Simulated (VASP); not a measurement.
The system is EuSb.

```
Eu Sb
1.0
     4.90838    0.00000    0.00000
    -2.45419    4.25078    0.00000
     0.00000    0.00000    6.62251
Eu Sb
2 2
Direct
  0.33333 0.66667 0.25000
  0.66667 0.33333 0.75000
  0.00000 0.00000 0.00000
  0.00000 0.00000 0.50000
```

Base run:

* Program: VASP 6.6.1
* Functional: LDA
* Potentials or basis: VASP PAW PBE potentials, release 64 (Eu, Sb)
* Cutoff: 520 eV
* k mesh: 8 × 8 × 6
* Occupations: gaussian, width 0.05 eV
* Spin: collinear spin, ferromagnetic start
* Starting moments: [7.42, 7.42, 0.0, 0.0] μB

Its results: pressure -3.7 GPa; net moment 13.67 μB per cell; site moments Eu +6.55; Sb -0.04 μB.

Q: The run is repeated on the same cell with these changes: functional from LDA to PBE; moments at the start from [7.42, 7.42, 0.0, 0.0] to [0.5, 0.5, 0.0, 0.0]. What comes out?

A: Pressure -0.2 GPa; net moment 13.67 μB per cell; site moments Eu +6.53; Sb -0.05 μB.

Caveats: the cell stands under tension (at least some runs); the PAW data sets were made with another functional, which shifts forces and pressure a little (at least some runs).
